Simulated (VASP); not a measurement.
# Ni (Fm-3m) in VASP: further runs, part 2 of 2

VASP 6.6.1.

### Step 4. Single point, PBE+U, collinear spin, ferromagnetic start

INCAR

```
SYSTEM = Ni
ALGO     = Normal         ! electronic algorithm
EDIFF    = 1E-6           ! SCF threshold, eV
ENCUT    = 520            ! plane-wave cutoff, eV
GGA      = PE             ! functional
ISIF     = 2              ! what is computed and relaxed
ISMEAR   = -1             ! smearing method
ISPIN    = 2              ! spin polarisation
LASPH    = .True.         ! aspherical terms in the spheres
LCHARG   = .False.        ! write CHGCAR
LDAU     = .True.         ! DFT+U
LDAUJ    = 0            
LDAUL    = 2              ! shell
LDAUPRINT= 1            
LDAUTYPE = 2            
LDAUU    = 4.8            ! U, eV
LMAXMIX  = 4              ! l up to which the mixer works
LORBIT   = 11             ! projections on sites
LREAL    = .False.        ! projectors in reciprocal space
LWAVE    = .False.        ! write WAVECAR
MAGMOM   = 2              ! initial moments
NBANDS   = 15             ! bands
NELM     = 150            ! most SCF steps
PREC     = Accurate       ! precision mode
SIGMA    = 0.1            ! smearing width, eV
```

KPOINTS

```
k-points
0
Gamma
  13 13 13
  0 0 0
```

POSCAR

```
Ni
1.0
    0.0000000000      1.7685500000      1.7685500000
    1.7685500000      0.0000000000      1.7685500000
    1.7685500000      1.7685500000      0.0000000000
Ni
1
Direct
    0.0000000000      0.0000000000      0.0000000000
```

Potentials or basis: VASP PAW PBE potentials, release 64 (Ni).

Launch:

```
$ cat potpaw_PBE.64/Ni/POTCAR > POTCAR
$ mpirun -np 1 vasp_std > vasp.out
```

OUTCAR:

```text
SYSTEM = Ni
   EDIFF = 1E-6
   ENCUT = 520
   GGA = PE
   ISIF = 2
   ISMEAR = -1
   ISPIN = 2
   LASPH = .True.
   LORBIT = 11
   LREAL = .False.
   NELM = 150
   PREC = Accurate

 ion  position               nearest neighbor table
   1  0.000  0.000  0.000-

  LATTYP: Found a face centered cubic cell.
 ALAT       =     3.5371000000

  Lattice vectors:

 A1 = (   0.0000000000,   1.7685500000,   1.7685500000)
 A2 = (   1.7685500000,   0.0000000000,   1.7685500000)
 A3 = (   1.7685500000,   1.7685500000,   0.0000000000)

Analysis of symmetry for initial positions (statically):
=====================================================================
 Subroutine PRICEL returns:
 Original cell was already a primitive cell.

 Routine SETGRP: Setting up the symmetry group for a
 face centered cubic supercell.

 Subroutine GETGRP returns: Found 48 space group operations
 (whereof 48 operations were pure point group operations)
 out of a pool of 48 trial point group operations.

The static configuration has the point symmetry O_h .

Analysis of symmetry for dynamics (positions and initial velocities):
=====================================================================
 Subroutine PRICEL returns:
 Original cell was already a primitive cell.

 Routine SETGRP: Setting up the symmetry group for a
 face centered cubic supercell.

 Subroutine GETGRP returns: Found 48 space group operations
 (whereof 48 operations were pure point group operations)
 out of a pool of 48 trial point group operations.

The dynamic configuration has the point symmetry O_h .

Analysis of structural, dynamic, and magnetic symmetry:
=====================================================================
 Subroutine PRICEL returns:
 Original cell was already a primitive cell.

 Routine SETGRP: Setting up the symmetry group for a
 face centered cubic supercell.

 Subroutine GETGRP returns: Found 48 space group operations
 (whereof 48 operations were pure point group operations)
 out of a pool of 48 trial point group operations.

The overall configuration has the point symmetry O_h .

 Subroutine INISYM returns: Found 48 space group operations
 (whereof 48 operations are pure point group operations),
 and found     1 'primitive' translations

----------------------------------------------------------------------------------------

                                     Primitive cell

  volume of cell :      11.0632

  direct lattice vectors                    reciprocal lattice vectors
     0.000000000  1.768550000  1.768550000    -0.282717480  0.282717480  0.282717480
     1.768550000  0.000000000  1.768550000     0.282717480 -0.282717480  0.282717480
[... 106 lines left out ...]
  Thomas-Fermi vector in A             =   2.682734
   LORBIT       =     11    0 simple, 1 ext, 2 COOP (PROOUT), +10 PAW based schemes
 LDA+U is selected, type is set to LDAUTYPE =  2
   angular momentum for each species LDAUL =     2
   U (eV)           for each species LDAUU =   4.8
   J (eV)           for each species LDAUJ =   0.0
   GGA     = PE    functional components
   LHFCALC =     F    Hartree Fock is set to
   AEXX    =    0.0000 exact exchange contribution
   IVDW    =     0    specifies the selected vdW correction
   LEPSILON=     F    determine dielectric tensor
   LRPA    =     F    only Hartree local field effects (RPA)
 spin polarized calculation
  energy-cutoff  :      520.00
  volume of cell :       11.06
 maximum number of plane-waves:       307
   NGX =  9   NGY =  9   NGZ =  9

atom =   1  type =  1  l = 2

 onsite density matrix

spin component  1

  0.9372  0.0000 -0.0000 -0.0000  0.0000
  0.0000  0.9372  0.0000 -0.0000 -0.0000
 -0.0000  0.0000  0.9428 -0.0000 -0.0000
 -0.0000 -0.0000 -0.0000  0.9372  0.0000
  0.0000 -0.0000 -0.0000  0.0000  0.9428

spin component  2

  0.6611 -0.0000  0.0000 -0.0000 -0.0000
 -0.0000  0.6611 -0.0000  0.0000  0.0000
  0.0000 -0.0000  0.9128 -0.0000  0.0000
 -0.0000  0.0000 -0.0000  0.6611 -0.0000
 -0.0000  0.0000  0.0000 -0.0000  0.9128

 occupancies and eigenvectors

  o =  0.6611  v =  0.0000  0.0000  0.0000  0.0000  0.0000  0.0000 -0.3245 -0.0000  0.9459 -0.0000      0.0000  0.0000  0.0000  0.0000  0.0000  0.0000  0.0000  0.0000  0.0000  0.0000
  o =  0.6611  v =  0.0000  0.0000  0.0000  0.0000  0.0000  0.0000  0.9459 -0.0000  0.3245 -0.0000      0.0000  0.0000  0.0000  0.0000  0.0000  0.0000  0.0000  0.0000  0.0000  0.0000
  o =  0.6611  v =  0.0000  0.0000  0.0000  0.0000  0.0000  1.0000  0.0000  0.0000  0.0000  0.0000      0.0000  0.0000  0.0000  0.0000  0.0000  0.0000  0.0000  0.0000  0.0000  0.0000
  o =  0.9128  v =  0.0000  0.0000  0.0000  0.0000  0.0000  0.0000 -0.0000 -0.0613  0.0000  0.9981      0.0000  0.0000  0.0000  0.0000  0.0000  0.0000  0.0000  0.0000  0.0000  0.0000
  o =  0.9128  v =  0.0000  0.0000  0.0000  0.0000  0.0000  0.0000 -0.0000 -0.9981 -0.0000 -0.0613      0.0000  0.0000  0.0000  0.0000  0.0000  0.0000  0.0000  0.0000  0.0000  0.0000
  o =  0.9372  v =  0.0000 -0.5483 -0.0000 -0.8363  0.0000  0.0000  0.0000  0.0000  0.0000  0.0000      0.0000  0.0000  0.0000  0.0000  0.0000  0.0000  0.0000  0.0000  0.0000  0.0000
  o =  0.9372  v =  0.0000  0.8363  0.0000 -0.5483 -0.0000  0.0000  0.0000  0.0000  0.0000  0.0000      0.0000  0.0000  0.0000  0.0000  0.0000  0.0000  0.0000  0.0000  0.0000  0.0000
  o =  0.9372  v =  1.0000  0.0000  0.0000  0.0000  0.0000  0.0000  0.0000  0.0000  0.0000  0.0000      0.0000  0.0000  0.0000  0.0000  0.0000  0.0000  0.0000  0.0000  0.0000  0.0000
  o =  0.9428  v =  0.0000  0.0000  0.3661  0.0000  0.9306  0.0000  0.0000  0.0000  0.0000  0.0000      0.0000  0.0000  0.0000  0.0000  0.0000  0.0000  0.0000  0.0000  0.0000  0.0000
  o =  0.9428  v =  0.0000  0.0000 -0.9306  0.0000  0.3661  0.0000  0.0000  0.0000  0.0000  0.0000      0.0000  0.0000  0.0000  0.0000  0.0000  0.0000  0.0000  0.0000  0.0000  0.0000

 number of electron      10.0000009 magnetization       0.7977831

 Free energy of the ion-electron system (eV)
  ---------------------------------------------------
  ext. energy  EPLUGINS =         0.00000000
  ---------------------------------------------------
  free energy    TOTEN  =        -2.55271174 eV

  energy without entropy =       -2.51431181  energy(sigma->0) =       -2.53351177

 E-fermi :   8.7089     XC(G=0): -13.0759

 val. band max:        8.7075768882   @ k =  -0.3077   0.2308   0.0769
 cond. band min:       8.7163325598   @ k =   0.4615   0.2308   0.0769
 fundamental gap:      0.0087556716
 Fermi energy:         8.7088909750

 spin component 1

 k-point     1 :       0.0000    0.0000    0.0000
  band No.  band energies     occupation
      1       0.3099      1.00000
      2       4.9231      1.00000
      3       4.9231      1.00000
      4       4.9231      1.00000
      5       6.2317      1.00000
      6       6.2317      1.00000
      7      32.8256      0.00000
      8      36.3882      0.00000
      9      36.3882      0.00000
     10      36.3882      0.00000
     11      36.5179      0.00000
     12      36.5179      0.00000
[... 841 lines left out ...]
      4       7.1567      1.00000
      5       8.8517      0.19347
      6      10.0951      0.00000
      7      17.0920      0.00000
      8      27.0480      0.00000
      9      29.1010      0.00000
     10      31.4036      0.00000
     11      40.4578      0.00000
     12      40.4989      0.00000
     13      44.1887      0.00000
     14      47.4986      0.00000
     15      56.4040      0.00000

 [... further k-points ...]
[... 5 lines left out ...]
  --------------------------------------------------------------------------------------
  -------------------------------------------------------------------------------------
  Total       -0.5877574     -0.5877574     -0.5877574     -0.0000000      0.0000000     -0.0000000
  in kB      -85.1190322    -85.1190322    -85.1190322     -0.0000000      0.0000000     -0.0000000
  external PRESSURE =     -85.1190322 kB  Pullay stress =       0.0000000 kB

 VOLUME and BASIS-vectors are now :
 -----------------------------------------------------------------------------
  energy-cutoff  :      520.00
  volume of cell :       11.06
      direct lattice vectors                 reciprocal lattice vectors
     0.000000000  1.768550000  1.768550000    -0.282717480  0.282717480  0.282717480
     1.768550000  0.000000000  1.768550000     0.282717480 -0.282717480  0.282717480
     1.768550000  1.768550000  0.000000000     0.282717480  0.282717480 -0.282717480

 POSITION                                       TOTAL-FORCE (eV/Angst)
 -----------------------------------------------------------------------------------
      0.00000      0.00000      0.00000         0.000000      0.000000      0.000000
 -----------------------------------------------------------------------------------
    total drift:                                0.000000      0.000000      0.000000

  FREE ENERGIE OF THE ION-ELECTRON SYSTEM (eV)
  ---------------------------------------------------
  free  energy   TOTEN  =        -2.5527117383 eV

  energy  without entropy=       -2.5143118096  energy(sigma->0) =       -2.53351177

 total charge

# of ion       s       p       d       tot
------------------------------------------
    1        0.477   0.432   8.478   9.386

 magnetization (x)

# of ion       s       p       d       tot
------------------------------------------
    1       -0.012  -0.043   0.890   0.836
```

It took 53 s on 1 thread of Intel Xeon 8259CL, shared host; peak memory 0.15 GiB.

What came out:

- Free energy: -2.5527 eV
- Pressure: -8.5 GPa
- Net moment: 0.80 μB per cell
- Site moments: Ni +0.84 μB
- Valence electrons inside the program's atomic spheres: Ni 9.39

Eigenvalues of the final occupation matrices:
| site | spin | trace | eigenvalues |
| --- | --- | --- | --- |
| site 1 d | 1 | 4.70 | 0.94 0.94 0.94 0.94 0.94 |
| site 1 d | 2 | 3.81 | 0.66 0.66 0.66 0.91 0.91 |

Caveat: the U is typed as a test and isn't derived for this compound.
